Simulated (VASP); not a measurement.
# Mg4H in VASP: a series of runs, part 2 of 2

VASP 6.6.1. Earlier steps stand in the parts before.

## Step 4: Single point, PBE

The input, INCAR:

```
SYSTEM = Mg4H
  PREC = Accurate
  ENCUT = 520
  EDIFF = 1E-6
  ISMEAR = 0
  SIGMA = 0.1
  LREAL = .FALSE.
  LASPH = .TRUE.
  NELM = 80
  ALGO = Normal
  ISIF = 2
  LWAVE = .FALSE.
  LCHARG = .FALSE.
  LDIPOL = .TRUE.
  IDIPOL = 3
  DIPOL = 0.5 0.5 0.300
  GGA = PE
  NBANDS = 20
```

The input, KPOINTS:

```
regular mesh
0
G
  4 5 1
  0 0 0
```

The input, POSCAR:

```
Mg4H
1.0
    6.4201385733      0.0000000000      0.0000000000
    0.0000000000      5.1379129567      0.0000000000
    0.0000000000      0.0000000000     21.6644777330
Mg H
8 2
Direct
    0.0000000000      0.7500000000      0.1846340378
    0.5000000000      0.7500000000      0.1846340378
    0.2500000000      0.2500000000      0.2274076137
    0.7500000000      0.2500000000      0.2274076137
    0.2500000000      0.7500000000      0.3173234500
    0.7500000000      0.7500000000      0.3173234500
    0.0000000000      0.2500000000      0.3537808678
    0.5000000000      0.2500000000      0.3537808678
    0.5759383365      0.0833333333      0.4188643661
    0.9240616635      0.0833333333      0.4188643661
```

Potentials or basis: VASP PAW PBE potentials, release 64 (Mg, H).

Command:

```
$ cat potpaw_PBE.64/Mg/POTCAR potpaw_PBE.64/H/POTCAR > POTCAR
$ mpirun -np 1 vasp_std > vasp.out
```

OUTCAR:

```text
SYSTEM = Mg4H
   PREC = Accurate
   ENCUT = 520
   EDIFF = 1E-6
   ISMEAR = 0
   LREAL = .FALSE.
   LASPH = .TRUE.
   NELM = 80
   ISIF = 2
   GGA = PE

 ion  position               nearest neighbor table
   1  0.000  0.750  0.185-   3 3.17   4 3.17   3 3.17   4 3.17   2 3.21   2 3.21   6 3.29   5 3.29

   2  0.500  0.750  0.185-   3 3.17   4 3.17   3 3.17   4 3.17   1 3.21   1 3.21   6 3.29   5 3.29

   3  0.250  0.250  0.227-   1 3.17   2 3.17   1 3.17   2 3.17   7 3.17   8 3.17   4 3.21   4 3.21
                             5 3.22   5 3.22
   4  0.750  0.250  0.227-   1 3.17   2 3.17   1 3.17   2 3.17   7 3.17   8 3.17   3 3.21   3 3.21
                             6 3.22   6 3.22
   5  0.250  0.750  0.317-   7 3.13   8 3.13   7 3.13   8 3.13   6 3.21   6 3.21   3 3.22   3 3.22
                             1 3.29   2 3.29
   6  0.750  0.750  0.317-   7 3.13   8 3.13   7 3.13   8 3.13   5 3.21   5 3.21   4 3.22   4 3.22
                             1 3.29   2 3.29
   7  0.000  0.250  0.354-  10 1.72   6 3.13   5 3.13   5 3.13   6 3.13   4 3.17   3 3.17   8 3.21
                             8 3.21
   8  0.500  0.250  0.354-   9 1.72   6 3.13   5 3.13   5 3.13   6 3.13   4 3.17   3 3.17   7 3.21
                             7 3.21
   9  0.576  0.083  0.419-   8 1.72
  10  0.924  0.083  0.419-   7 1.72

  LATTYP: Found a simple orthorhombic cell.
 ALAT       =     5.1379129567
 B/A-ratio  =     1.2495615686
 C/A-ratio  =     4.2165910391

  Lattice vectors:

 A1 = (   0.0000000000,  -5.1379129567,   0.0000000000)
 A2 = (   6.4201385733,   0.0000000000,   0.0000000000)
 A3 = (   0.0000000000,   0.0000000000,  21.6644777330)

Analysis of symmetry for initial positions (statically):
=====================================================================
 Subroutine PRICEL returns:
 Original cell was already a primitive cell.

 Routine SETGRP: Setting up the symmetry group for a
 simple orthorhombic supercell.

 Subroutine GETGRP returns: Found  2 space group operations
 (whereof  1 operations were pure point group operations)
 out of a pool of  8 trial point group operations.

The static configuration has the point symmetry C_1 .
 The point group associated with its full space group is C_1h.

Analysis of symmetry for dynamics (positions and initial velocities):
=====================================================================
 Subroutine PRICEL returns:
 Original cell was already a primitive cell.

 Routine SETGRP: Setting up the symmetry group for a
 simple orthorhombic supercell.

 Subroutine GETGRP returns: Found  2 space group operations
 (whereof  1 operations were pure point group operations)
 out of a pool of  8 trial point group operations.

The dynamic configuration has the point symmetry C_1 .
 The point group associated with its full space group is C_1h.

 Subroutine INISYM returns: Found  2 space group operations
 (whereof  1 operations are pure point group operations),
 and found     1 'primitive' translations

----------------------------------------------------------------------------------------

                                     Primitive cell

  volume of cell :     714.6269

[... 74 lines left out ...]
   dimension x,y,z NGXF=    96 NGYF=   80 NGZF=  324
   ions per type =               8   2
   NGX,Y,Z   is equivalent  to a cutoff of  12.43, 12.94, 12.43 a.u.
   NGXF,Y,Z  is equivalent  to a cutoff of  24.86, 25.89, 24.86 a.u.
 SYSTEM =  Mg4H
   PREC   = accura    normal or accurate (medium, high low for compatibility)
   ISTART =      0    job   : 0-new  1-cont  2-samecut
   ICHARG =      2    charge: 1-file 2-atom 10-const
   ISPIN  =      1    spin polarized calculation?
   LNONCOLLINEAR =      F non collinear calculations
   LSORBIT =      F    spin-orbit coupling
   LASPH  =      T    aspherical Exc in radial PAW
   ENCUT  =  520.0 eV  38.22 Ry    6.18 a.u.  11.94  9.55 40.28*2*pi/ulx,y,z
   NELM   =     80;   NELMIN=  2; NELMDL= -5     # of ELM steps
   EDIFF  = 0.1E-05   stopping-criterion for ELM
   LREAL  =      F    real-space projection
   EDIFFG = 0.1E-04   stopping-criterion for IOM
   NSW    =      0    number of steps for IOM
   IBRION =     -1    ionic relax: 0-MD 1-quasi-New 2-CG
   NFREE  =      0    steps in history (QN), initial steepest desc. (CG)
   ISIF   =      2    stress and relaxation
   ISYM   =      2    0-nonsym 1-usesym 2-fastsym
   POTIM  = 0.5000    time-step for ionic-motion
   TEBEG  =    0.0;   TEEND  =   0.0 temperature during run
   PSTRESS=    0.0 pullay stress
   NELECT =      18.0000    total number of electrons
   NUPDOWN=      -1.0000    fix difference up-down
   EMIN   =  10.00;   EMAX   =-10.00  energy-range for DOS
   EFERMI =   0.00;   METHOD = LEGACY
   ISMEAR =     0;   SIGMA  =   0.10  broadening in eV -4-tet -1-fermi 0-gaus
   EFERMI_NEDOS =   21; number of points for ismear=-14 and -15
   IALGO  =     38    algorithm
   IMIX   =      4    mixing-type and parameters
     AMIX     =   0.40;   BMIX     =  1.00
     AMIX_MAG =   1.60;   BMIX_MAG =  1.00
  volume/ion in A,a.u.               =      71.46       482.25
  Fermi-wavevector in a.u.,A,eV,Ry     =   0.479887  0.906855  3.133310  0.230292
  Thomas-Fermi vector in A             =   1.477146
   LORBIT       =      0    0 simple, 1 ext, 2 COOP (PROOUT), +10 PAW based schemes
   GGA     = PE    functional components
   LHFCALC =     F    Hartree Fock is set to
   AEXX    =    0.0000 exact exchange contribution
   IVDW    =     0    specifies the selected vdW correction
   LEPSILON=     F    determine dielectric tensor
   LRPA    =     F    only Hartree local field effects (RPA)
 non-spin polarized calculation
 Gauss-broadening in eV      SIGMA  =   0.10
  energy-cutoff  :      520.00
  volume of cell :      714.63
 maximum number of plane-waves:     19292
 NGX is ok and might be reduce to    48
   NGX = 23   NGY = 19   NGZ = 81

 dipolmoment           0.000000      0.000000     -0.000030 electrons x Angstroem

 number of electron      18.0000000 magnetization

 dipolmoment           0.000000      0.000000      0.343940 electrons x Angstroem

 Free energy of the ion-electron system (eV)
  ---------------------------------------------------
  ext. energy  EPLUGINS =         0.00000000
  ---------------------------------------------------
  free energy    TOTEN  =       -14.86485635 eV

  energy without entropy =      -14.84820274  energy(sigma->0) =      -14.85652955

 E-fermi :  -2.5692     XC(G=0):  -3.0743

 val. band max:       -2.6082804766   @ k =   0.2500   0.2000   0.0000
 cond. band min:      -2.4824276191   @ k =   0.5000   0.0000   0.0000
 fundamental gap:      0.1258528575
 Fermi energy:        -2.5691630359

 k-point     1 :       0.0000    0.0000    0.0000
  band No.  band energies     occupation
      1      -8.6208      2.00000
      2      -6.8325      2.00000
      3      -5.1497      2.00000
      4      -5.1199      2.00000
      5      -4.7739      2.00000
      6      -3.8510      2.00000
[... 196 lines left out ...]
     19       1.7356      0.00000
     20       1.8576      0.00000

------------------------ aborting loop because EDIFF is reached ----------------------------------------

 vacuum level on the upper side and lower side of the slab       (xc-potential included)         0.777        -1.049

  FORCE on cell =-STRESS in cart. coord.  units (eV):
  Direction    XX          YY          ZZ          XY          YZ          ZX
  --------------------------------------------------------------------------------------
  -------------------------------------------------------------------------------------
  Total        0.5430022     -1.1609179     -1.0923175      0.0000000     -1.3640968      0.0000000
  in kB        1.2173986     -2.6027516     -2.4489510      0.0000000     -3.0582740      0.0000000
  external PRESSURE =      -1.2781013 kB  Pullay stress =       0.0000000 kB

 VOLUME and BASIS-vectors are now :
 -----------------------------------------------------------------------------
  energy-cutoff  :      520.00
  volume of cell :      714.63
      direct lattice vectors                 reciprocal lattice vectors
     6.420138573  0.000000000  0.000000000     0.155759878  0.000000000  0.000000000
     0.000000000  5.137912957  0.000000000     0.000000000  0.194631557  0.000000000
     0.000000000  0.000000000 21.664477733     0.000000000  0.000000000  0.046158509

 POSITION                                       TOTAL-FORCE (eV/Angst)
 -----------------------------------------------------------------------------------
      0.00000      3.85343      4.00000        -0.011395      0.071068      0.224672
      3.21007      3.85343      4.00000         0.011395      0.071068      0.224672
      1.60503      1.28448      4.92667         0.000000     -0.129466     -0.043330
      4.81510      1.28448      4.92667         0.000000     -0.057655     -0.101068
      1.60503      3.85343      6.87465         0.000000      0.013561     -0.106398
      4.81510      3.85343      6.87465         0.000000      0.207659      0.137022
      0.00000      1.28448      7.66448         0.191362      0.330955     -0.235476
      3.21007      1.28448      7.66448        -0.191362      0.330955     -0.235476
      3.69760      0.42816      9.07448        -0.172890     -0.419073      0.067692
      5.93260      0.42816      9.07448         0.172890     -0.419073      0.067692
 -----------------------------------------------------------------------------------
    total drift:                                0.000000      0.000237     -0.000353

  FREE ENERGIE OF THE ION-ELECTRON SYSTEM (eV)
  ---------------------------------------------------
  free  energy   TOTEN  =       -14.8648563549 eV

  energy  without entropy=      -14.8482027427  energy(sigma->0) =      -14.85652955

 vacuum level on the upper side and lower side of the slab         2.680         0.800
```

It took 2.9 min on 1 thread of AMD EPYC 7R13 (Zen 3), shared host; peak memory 0.62 GiB.

What came out:

```yaml
Free_energy: -14.8649 eV
Largest_force: 0.458 eV/Å
Band_gap_on_the_k_mesh: zero (band 9 reaches -1.82 eV, above the bottom of band 10 at -2.84 eV)
```

Forces in eV/Å, atoms in the order of the input:
```
Mg  -0.011  0.071  0.225
Mg   0.011  0.071  0.225
Mg   0.000 -0.129 -0.043
Mg   0.000 -0.058 -0.101
Mg   0.000  0.014 -0.106
Mg   0.000  0.208  0.137
Mg   0.191  0.331 -0.235
Mg  -0.191  0.331 -0.235
H   -0.173 -0.419  0.068
H    0.173 -0.419  0.068
```

## Step 5: Single point, PBE

The input, INCAR:

```
SYSTEM = Mg4H
PREC = Accurate
ENCUT = 520
EDIFF = 1E-7
ISMEAR = 0
SIGMA = 0.1
LREAL = .FALSE.
LASPH = .TRUE.
NELM = 100
ALGO = Normal
ISIF = 2
LWAVE = .FALSE.
LCHARG = .FALSE.
LDIPOL = .TRUE.
IDIPOL = 3
DIPOL = 0.5 0.5 0.303
GGA = PE
NBANDS = 20
```

KPOINTS is that of step 4.

Changes to POSCAR since step 4:

```diff
@@ -16,3 +16,3 @@
     0.5000000000      0.2500000000      0.3537808678
-    0.5759383365      0.0833333333      0.4188643661
-    0.9240616635      0.0833333333      0.4188643661
+    0.5436181618      0.0833333333      0.4336350891
+    0.9563818382      0.0833333333      0.4336350891
```

Potentials or basis: VASP PAW PBE potentials, release 64 (Mg, H).

Command:

```
$ cat potpaw_PBE.64/Mg/POTCAR potpaw_PBE.64/H/POTCAR > POTCAR
$ mpirun -np 1 vasp_std > vasp.out
```

OUTCAR:

```text
SYSTEM = Mg4H
   PREC = Accurate
   ENCUT = 520
   EDIFF = 1E-7
   ISMEAR = 0
   LREAL = .FALSE.
   LASPH = .TRUE.
   NELM = 100
   ISIF = 2
   GGA = PE

 ion  position               nearest neighbor table
   1  0.000  0.750  0.185-   3 3.17   4 3.17   3 3.17   4 3.17   2 3.21   2 3.21   6 3.29   5 3.29

   2  0.500  0.750  0.185-   3 3.17   4 3.17   3 3.17   4 3.17   1 3.21   1 3.21   6 3.29   5 3.29

   3  0.250  0.250  0.227-   1 3.17   2 3.17   1 3.17   2 3.17   7 3.17   8 3.17   4 3.21   4 3.21
                             5 3.22   5 3.22
[... 430 lines left out ...]

 VOLUME and BASIS-vectors are now :
 -----------------------------------------------------------------------------
  energy-cutoff  :      520.00
  volume of cell :      714.63
      direct lattice vectors                 reciprocal lattice vectors
     6.420138573  0.000000000  0.000000000     0.155759878  0.000000000  0.000000000
     0.000000000  5.137912957  0.000000000     0.000000000  0.194631557  0.000000000
     0.000000000  0.000000000 21.664477733     0.000000000  0.000000000  0.046158509

 POSITION                                       TOTAL-FORCE (eV/Angst)
 -----------------------------------------------------------------------------------
      0.00000      3.85343      4.00000         0.000923      0.065181      0.244411
      3.21007      3.85343      4.00000        -0.000923      0.065181      0.244411
      1.60503      1.28448      4.92667         0.000000     -0.097691     -0.036648
      4.81510      1.28448      4.92667         0.000000     -0.068426     -0.054625
      1.60503      3.85343      6.87465         0.000000      0.037758     -0.047496
      4.81510      3.85343      6.87465         0.000000      0.111297      0.065068
      0.00000      1.28448      7.66448        -0.071319     -0.246401      0.858749
      3.21007      1.28448      7.66448         0.071319     -0.246401      0.858749
      3.49010      0.42816      9.39448        -0.246492      0.189751     -1.066310
      6.14010      0.42816      9.39448         0.246492      0.189751     -1.066310
 -----------------------------------------------------------------------------------
    total drift:                               -0.000000      0.000180     -0.000088

  FREE ENERGIE OF THE ION-ELECTRON SYSTEM (eV)
  ---------------------------------------------------
  free  energy   TOTEN  =       -14.6133989017 eV

  energy  without entropy=      -14.5954019872  energy(sigma->0) =      -14.60440044

 vacuum level on the upper side and lower side of the slab         3.079         0.617
```

OSZICAR:

```text
N       E                     dE             d eps       ncg     rms          rms(c)
DAV:   1     0.405165023202E+02    0.40517E+02   -0.40163E+03   360   0.543E+02
DAV:   2    -0.118495106552E+02   -0.52366E+02   -0.48594E+02   484   0.810E+01
DAV:   3    -0.165165129028E+02   -0.46670E+01   -0.45609E+01   492   0.247E+01
[... 18 lines left out ...]
DAV:  22    -0.146133974905E+02   -0.98549E-06   -0.41046E-08   388   0.100E-03    0.131E-04
DAV:  23    -0.146133984887E+02   -0.99821E-06   -0.41308E-08   312   0.736E-04    0.550E-05
DAV:  24    -0.146133986401E+02   -0.15144E-06   -0.60284E-09   356   0.398E-04    0.750E-05
DAV:  25    -0.146133988445E+02   -0.20438E-06   -0.39431E-09   296   0.311E-04    0.155E-05
DAV:  26    -0.146133989017E+02   -0.57145E-07   -0.15854E-09   308   0.219E-04
   1 F= -.14613399E+02 E0= -.14604400E+02  d E =-.179969E-01
```

stdout:

```text
POSCAR found type information on POSCAR MgH
 POSCAR found :  2 types and      10 ions
 scaLAPACK will be used
 LDA part: xc-table for (Slater+PW92), standard interpolation
 POSCAR, INCAR and KPOINTS ok, starting setup
 FFT: planning ... GRIDC
 FFT: planning ... GRID_SOFT
 FFT: planning ... GRID
 WAVECAR not read
 entering main loop
```

Run time: 3.3 min. Hardware: 1 thread of AMD EPYC 7R13 (Zen 3), shared host; peak memory 0.62 GiB.

Results:

```yaml
Free_energy: -14.6134 eV
Largest_force: 1.111 eV/Å
Band_gap_on_the_k_mesh: zero (band 9 reaches -1.98 eV, above the bottom of band 10 at -3.02 eV)
```

Forces on the atoms (eV/Å):
```
Mg   0.001  0.065  0.244
Mg  -0.001  0.065  0.244
Mg   0.000 -0.098 -0.037
Mg   0.000 -0.068 -0.055
Mg   0.000  0.038 -0.047
Mg   0.000  0.111  0.065
Mg  -0.071 -0.246  0.859
Mg   0.071 -0.246  0.859
H   -0.246  0.190 -1.066
H    0.246  0.190 -1.066
```
